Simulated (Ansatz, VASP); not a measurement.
# Two plane-wave programs on In

```
CELL_PARAMETERS angstrom
0.00000 2.42152 2.42152
2.42152 0.00000 2.42152
2.42152 2.42152 0.00000
ATOMIC_POSITIONS crystal
In 0.00000 0.00000 0.00000
```

Alike in both runs: functional revPBE; k mesh 12 × 12 × 12; occupations fermi-dirac, width 0.1 eV; no spin polarisation.

Ansatz relaxed the structure, and its values are those at the end. VASP's run is a single point on that final structure, the one shown.

|  | VASP | Ansatz |
| --- | --- | --- |
| version | VASP 6.6.1 | Ansatz 0.2.0 |
| potentials or method | VASP PAW PBE potentials, release 64 (In_d), cutoff 520 eV | plane waves (420 eV) with PAW, scalar-relativistic |
| valence electrons in the cell | 13 | 13 |

Ansatz gave:

```
pressure (GPa) : 0.0
```

Problem. What did VASP give for the same quantities?

Solution. Pressure (GPa): -0.1.

VASP's potentials were made for PBE, not for revPBE.
